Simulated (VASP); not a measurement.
**SnO2: single point with r2SCAN**

Crystal: SnO2.

```
Sn O
1.0
     0.00000    2.62619    2.51713
     2.62619    0.00000    2.51713
     2.62619    2.62619    0.00000
Sn O
1 2
Direct
  0.00000 0.00000 0.00000
  0.25000 0.25000 0.25000
  0.75000 0.75000 0.75000
```

This cell differs from its parent crystal: epitaxial xy strain +3.7%.

| Item | Value |
| --- | --- |
| Program | VASP 6.6.1 |
| Task | single point |
| Functional | r2SCAN |
| Potentials or basis | VASP PAW PBE potentials, release 64 (Sn_d, O) |
| Cutoff | 520 eV |
| k mesh | 8 × 8 × 8 |
| Occupations | fermi-dirac, width 0.02 eV |
| Spin | no spin polarisation |
| Dipole correction | no |
| Further INCAR settings | ALGO = Normal; EDIFF = 1e-06; NBANDS = 20 |

| Item | Value |
| --- | --- |
| Pressure | -11.3 GPa |
| Band gap on the k mesh | zero (band 13 reaches 7.01 eV, above the bottom of band 14 at 6.93 eV) |

Stress tensor (GPa, compression positive):
```
-17.48   0.00   0.00
  0.00 -17.48   0.00
  0.00   0.00   1.03
```

Levels at points of the mesh, in eV from the Fermi level:
| k point | band 11 | band 12 | band 13 | band 14 | band 15 | band 16 |
| --- | --- | --- | --- | --- | --- | --- |
| (0.00, 0.00, 0.00) | -1.80 | -1.80 | -1.10 | -0.12 | 7.19 | 7.47 |
| (0.50, 0.00, 0.00) | -3.30 | -2.37 | -2.22 | 4.61 | 7.96 | 10.50 |
| (0.50, 0.50, 0.00) | -0.55 | -0.55 | -0.04 | 2.79 | 6.95 | 10.02 |
| (0.50, 0.00, 0.50) | -0.66 | -0.48 | -0.13 | 3.43 | 7.32 | 9.80 |

Run time: 2.5 min on 1 thread of AMD EPYC 7R43 64-Core Processor (Zen 3), with other jobs on the host, peak memory 0.15 GiB.

Caveat: the cell differs from its parent crystal (epitaxial xy strain +3.7%); the PAW data sets were made with another functional, which shifts forces and pressure a little; spin-orbit coupling is left out, which moves the levels of the heavy elements.
